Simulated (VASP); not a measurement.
# AlN (P6_3mc) in VASP: notebook, part 2 of 2

VASP 6.6.1. Earlier steps stand in the parts before.

## Step 5: Single point, PBE

This run uses another cell than the first one, of 9.81 Å³/atom, 1.023 times its volume.

File INCAR:

```
  PREC = Accurate
  ENCUT = 520
  EDIFF = 1E-6
  ISMEAR = 0
  SIGMA = 0.05
  LREAL = False
  LASPH = True
  NELM = 60
  ALGO = Normal
  ISIF = 2
  LWAVE = False
  LCHARG = True
  GGA = PE
  LELF = True
  LVHAR = True
  NBANDS = 16
```

File KPOINTS:

```
Automatic mesh
0
Gamma
  9 9 6
```

File POSCAR:

```
AlN
1.0
    3.0673000000      0.0000000000      0.0000000000
   -1.5336500000      2.6563597210      0.0000000000
    0.0000000000      0.0000000000      4.8163000000
Al N
2 2
Direct
    0.3333333333      0.6666666667     -0.0008515443
    0.6666666667      0.3333333333      0.4991484557
    0.3333333333      0.6666666667      0.3858515443
    0.6666666667      0.3333333333      0.8858515443
```

Potentials or basis: VASP PAW PBE potentials, release 64 (Al, N).

Command:

```console
cat potpaw_PBE.64/Al/POTCAR potpaw_PBE.64/N/POTCAR > POTCAR
mpirun -np 1 vasp_std > vasp.out
```

OUTCAR:

```text
PREC = Accurate
   ENCUT = 520
   EDIFF = 1E-6
   ISMEAR = 0
   LREAL = False
   LASPH = True
   NELM = 60
   ISIF = 2
   GGA = PE

 ion  position               nearest neighbor table
   1  0.333  0.667  0.999-   4 1.85   4 1.85   4 1.85   3 1.86   2 2.99   2 2.99   2 2.99   2 2.99
                             2 2.99   2 2.99
   2  0.667  0.333  0.499-   3 1.85   3 1.85   3 1.85   4 1.86   1 2.99   1 2.99   1 2.99   1 2.99
                             1 2.99   1 2.99
   3  0.333  0.667  0.386-   2 1.85   2 1.85   2 1.85   1 1.86
   4  0.667  0.333  0.886-   1 1.85   1 1.85   1 1.85   2 1.86

  LATTYP: Found a hexagonal cell.
 ALAT       =     3.0673000000
 C/A-ratio  =     1.5702083265

  Lattice vectors:

 A1 = (   3.0673000000,   0.0000000000,   0.0000000000)
 A2 = (  -1.5336500000,   2.6563597210,   0.0000000000)
 A3 = (   0.0000000000,   0.0000000000,   4.8163000000)

Analysis of symmetry for initial positions (statically):
=====================================================================
 Subroutine PRICEL returns:
 Original cell was already a primitive cell.

 Routine SETGRP: Setting up the symmetry group for a
 hexagonal supercell.

 Subroutine GETGRP returns: Found 12 space group operations
 (whereof  6 operations were pure point group operations)
 out of a pool of 24 trial point group operations.

The static configuration has the point symmetry C_3v.
 The point group associated with its full space group is C_6v.

Analysis of symmetry for dynamics (positions and initial velocities):
=====================================================================
 Subroutine PRICEL returns:
 Original cell was already a primitive cell.

 Routine SETGRP: Setting up the symmetry group for a
 hexagonal supercell.

 Subroutine GETGRP returns: Found 12 space group operations
 (whereof  6 operations were pure point group operations)
 out of a pool of 24 trial point group operations.

The dynamic configuration has the point symmetry C_3v.
 The point group associated with its full space group is C_6v.

 Subroutine INISYM returns: Found 12 space group operations
 (whereof  6 operations are pure point group operations),
 and found     1 'primitive' translations

----------------------------------------------------------------------------------------

                                     Primitive cell

  volume of cell :      39.2425

  direct lattice vectors                    reciprocal lattice vectors
     3.067300000  0.000000000  0.000000000     0.326019626  0.188227519  0.000000000
    -1.533650000  2.656359721  0.000000000     0.000000000  0.376455038  0.000000000
     0.000000000  0.000000000  4.816300000     0.000000000  0.000000000  0.207628262

  length of vectors
     3.067300000  3.067300000  4.816300000     0.376455038  0.376455038  0.207628262

  position of ions in fractional coordinates (direct lattice)
     0.333333333  0.666666667  0.999148456
     0.666666667  0.333333333  0.499148456
     0.333333333  0.666666667  0.385851544
     0.666666667  0.333333333  0.885851544

  ion indices of the primitive-cell ions
   primitive index   ion index
                 1           1
[... 28 lines left out ...]
 Found     48 irreducible k-points:

 Following reciprocal coordinates:
            Coordinates               Weight
  0.000000  0.000000  0.000000      1.000000
  0.111111  0.000000  0.000000      6.000000
  0.222222  0.000000  0.000000      6.000000
  0.333333  0.000000  0.000000      6.000000
  0.444444  0.000000  0.000000      6.000000
  0.111111  0.111111  0.000000      6.000000
[... 16 lines left out ...]
  0.333333  0.222222  0.166667     24.000000
  0.333333  0.333333  0.166667      4.000000
 [... further k-points ...]
   k-points           NKPTS =     48   k-points in BZ     NKDIM =     48   number of bands    NBANDS=     16
   number of dos      NEDOS =    301   number of ions     NIONS =      4
   total plane-waves  NPLWV =  20736
   dimension x,y,z NGX =    24 NGY =   24 NGZ =   36
   dimension x,y,z NGXF=    48 NGYF=   48 NGZF=   72
   ions per type =               2   2
   NGX,Y,Z   is equivalent  to a cutoff of  13.01, 13.01, 12.43 a.u.
   NGXF,Y,Z  is equivalent  to a cutoff of  26.02, 26.02, 24.85 a.u.
 SYSTEM =  unknown system
   PREC   = accura    normal or accurate (medium, high low for compatibility)
   ISTART =      0    job   : 0-new  1-cont  2-samecut
   ICHARG =      2    charge: 1-file 2-atom 10-const
   ISPIN  =      1    spin polarized calculation?
   LNONCOLLINEAR =      F non collinear calculations
   LSORBIT =      F    spin-orbit coupling
   LASPH  =      T    aspherical Exc in radial PAW
   ENCUT  =  520.0 eV  38.22 Ry    6.18 a.u.   5.70  5.70  8.96*2*pi/ulx,y,z
   NELM   =     60;   NELMIN=  2; NELMDL= -5     # of ELM steps
   EDIFF  = 0.1E-05   stopping-criterion for ELM
   LREAL  =      F    real-space projection
   EDIFFG = 0.1E-04   stopping-criterion for IOM
   NSW    =      0    number of steps for IOM
   IBRION =     -1    ionic relax: 0-MD 1-quasi-New 2-CG
   NFREE  =      0    steps in history (QN), initial steepest desc. (CG)
   ISIF   =      2    stress and relaxation
   ISYM   =      2    0-nonsym 1-usesym 2-fastsym
   POTIM  = 0.5000    time-step for ionic-motion
   TEBEG  =    0.0;   TEEND  =   0.0 temperature during run
   PSTRESS=    0.0 pullay stress
   NELECT =      16.0000    total number of electrons
   NUPDOWN=      -1.0000    fix difference up-down
   EMIN   =  10.00;   EMAX   =-10.00  energy-range for DOS
   EFERMI =   0.00;   METHOD = LEGACY
   ISMEAR =     0;   SIGMA  =   0.05  broadening in eV -4-tet -1-fermi 0-gaus
   EFERMI_NEDOS =   21; number of points for ismear=-14 and -15
   IALGO  =     38    algorithm
   IMIX   =      4    mixing-type and parameters
     AMIX     =   0.40;   BMIX     =  1.00
     AMIX_MAG =   1.60;   BMIX_MAG =  1.00
  volume/ion in A,a.u.               =       9.81        66.21
  Fermi-wavevector in a.u.,A,eV,Ry     =   1.213936  2.294007 20.050111  1.473642
  Thomas-Fermi vector in A             =   2.349372
   LORBIT       =      0    0 simple, 1 ext, 2 COOP (PROOUT), +10 PAW based schemes
   GGA     = PE    functional components
   LHFCALC =     F    Hartree Fock is set to
   AEXX    =    0.0000 exact exchange contribution
   IVDW    =     0    specifies the selected vdW correction
   LEPSILON=     F    determine dielectric tensor
   LRPA    =     F    only Hartree local field effects (RPA)
 non-spin polarized calculation
 Gauss-broadening in eV      SIGMA  =   0.05
  energy-cutoff  :      520.00
  volume of cell :       39.24
 maximum number of plane-waves:      1085
 NGX is ok and might be reduce to    24
   NGX = 11   NGY = 11   NGZ = 17

 number of electron      15.9999997 magnetization

 Free energy of the ion-electron system (eV)
  ---------------------------------------------------
  ext. energy  EPLUGINS =         0.00000000
  ---------------------------------------------------
  free energy    TOTEN  =       -29.59990123 eV

  energy without entropy =      -29.59990123  energy(sigma->0) =      -29.59990123

 E-fermi :   7.1139     XC(G=0): -11.1848

 val. band max:        6.9205871852   @ k =   0.0000   0.0000   0.0000
 cond. band min:      11.5550196890   @ k =   0.0000   0.0000   0.0000
 fundamental gap:      4.6344325038
 Fermi energy:         7.1138549910

 k-point     1 :       0.0000    0.0000    0.0000
  band No.  band energies     occupation
      1      -8.8043      2.00000
      2      -6.3690      2.00000
      3       0.5685      2.00000
      4       5.7636      2.00000
      5       5.7637      2.00000
      6       6.4872      2.00000
[... 433 lines left out ...]
      3       1.7571      2.00000
      4       2.4569      2.00000
      5       2.4569      2.00000
      6       3.9693      2.00000
[... 8 lines left out ...]
     15      20.1273      0.00000
     16      22.6176      0.00000

 [... further k-points ...]

------------------------ aborting loop because EDIFF is reached ----------------------------------------

  FORCE on cell =-STRESS in cart. coord.  units (eV):
  Direction    XX          YY          ZZ          XY          YZ          ZX
  --------------------------------------------------------------------------------------
  -------------------------------------------------------------------------------------
  Total        4.0906860      4.0906860      4.9804838      0.0000000     -0.0000000      0.0000000
  in kB      167.0129135    167.0129135    203.3412275      0.0000000     -0.0000000      0.0000000
  external PRESSURE =     179.1223515 kB  Pullay stress =       0.0000000 kB

 VOLUME and BASIS-vectors are now :
 -----------------------------------------------------------------------------
  energy-cutoff  :      520.00
  volume of cell :       39.24
      direct lattice vectors                 reciprocal lattice vectors
     3.067300000  0.000000000  0.000000000     0.326019626  0.188227519  0.000000000
    -1.533650000  2.656359721  0.000000000     0.000000000  0.376455038  0.000000000
     0.000000000  0.000000000  4.816300000     0.000000000  0.000000000  0.207628262

 POSITION                                       TOTAL-FORCE (eV/Angst)
 -----------------------------------------------------------------------------------
     -0.00000      1.77091      4.81220         0.000000     -0.000000     -0.001047
      1.53365      0.88545      2.40405        -0.000000      0.000000     -0.001047
     -0.00000      1.77091      1.85838         0.000000     -0.000000      0.001047
      1.53365      0.88545      4.26653        -0.000000      0.000000      0.001047
 -----------------------------------------------------------------------------------
    total drift:                               -0.000000      0.000000     -0.000534

  FREE ENERGIE OF THE ION-ELECTRON SYSTEM (eV)
  ---------------------------------------------------
  free  energy   TOTEN  =       -29.5999012348 eV

  energy  without entropy=      -29.5999012348  energy(sigma->0) =      -29.59990123
```

OSZICAR:

```text
N       E                     dE             d eps       ncg     rms          rms(c)
DAV:   1     0.427294885243E+02    0.42729E+02   -0.73021E+03  1536   0.897E+02
DAV:   2    -0.311785749544E+02   -0.73908E+02   -0.68548E+02  2200   0.194E+02
DAV:   3    -0.345766514484E+02   -0.33981E+01   -0.33902E+01  1896   0.426E+01
DAV:   4    -0.345962619048E+02   -0.19610E-01   -0.19610E-01  1960   0.364E+00
DAV:   5    -0.345965061375E+02   -0.24423E-03   -0.24423E-03  1880   0.409E-01    0.126E+01
DAV:   6    -0.296024833043E+02    0.49940E+01   -0.10578E+01  1816   0.241E+01    0.434E+00
DAV:   7    -0.296119478869E+02   -0.94646E-02   -0.76162E-01  1648   0.616E+00    0.305E+00
DAV:   8    -0.296040457729E+02    0.79021E-02   -0.56888E-02  1696   0.217E+00    0.526E-01
DAV:   9    -0.295993895296E+02    0.46562E-02   -0.11991E-02  2016   0.817E-01    0.234E-01
DAV:  10    -0.295999740866E+02   -0.58456E-03   -0.20697E-03  1600   0.290E-01    0.126E-01
DAV:  11    -0.295998985090E+02    0.75578E-04   -0.17520E-04  1768   0.103E-01    0.288E-02
DAV:  12    -0.295999014002E+02   -0.28912E-05   -0.10334E-05  1824   0.257E-02    0.689E-03
DAV:  13    -0.295999012348E+02    0.16546E-06   -0.37691E-06  1776   0.154E-02
   1 F= -.29599901E+02 E0= -.29599901E+02  d E =-.188354E-10
```

stdout:

```text
POSCAR found type information on POSCAR AlN
 POSCAR found :  2 types and       4 ions
 scaLAPACK will be used
 LDA part: xc-table for (Slater+PW92), standard interpolation
 POSCAR, INCAR and KPOINTS ok, starting setup
 FFT: planning ... GRIDC
 FFT: planning ... GRID_SOFT
 FFT: planning ... GRID
 WAVECAR not read
 entering main loop
```

It took 8.9 s on 1 thread of Intel Xeon 6975P-C (Granite Rapids), shared host; peak memory 0.15 GiB.

What came out:

| Item | Value |
| --- | --- |
| Free energy | -29.5999 eV |
| Pressure | 17.9 GPa |
| Band gap on the k mesh | 4.63 eV, direct |

Stress tensor (GPa, compression positive):
```
16.70  0.00  0.00
 0.00 16.70  0.00
 0.00  0.00 20.33
```

A k mesh can miss the band edges. A hybrid or GW would open this gap; PBE tends to underestimate it.

## Step 6: The runs side by side

```csv
cell,gap on the mesh (eV),pressure (GPa)
"a = 3.099, b = 3.099, c = 4.616 Å, angles 90.0, 90.0, 120.0°, 4 atoms",4.43,22.1
"a = 3.067, b = 3.067, c = 4.616 Å, angles 90.0, 90.0, 120.0°, 4 atoms",4.68,28.4
"a = 3.036, b = 3.036, c = 4.816 Å, angles 90.0, 90.0, 120.0°, 4 atoms",4.89,23.7
"a = 3.067, b = 3.067, c = 4.816 Å, angles 90.0, 90.0, 120.0°, 4 atoms",4.63,17.9
```

Alike in all rows: task single point; level PBE; potentials or basis VASP PAW PBE potentials, release 64 (Al, N); no spin polarisation; k mesh 9 × 9 × 6; cutoff (eV) 520; smearing gaussian 0.05 eV.

Total energies depend on the potentials used, so only differences within one code and one set of settings carry meaning.
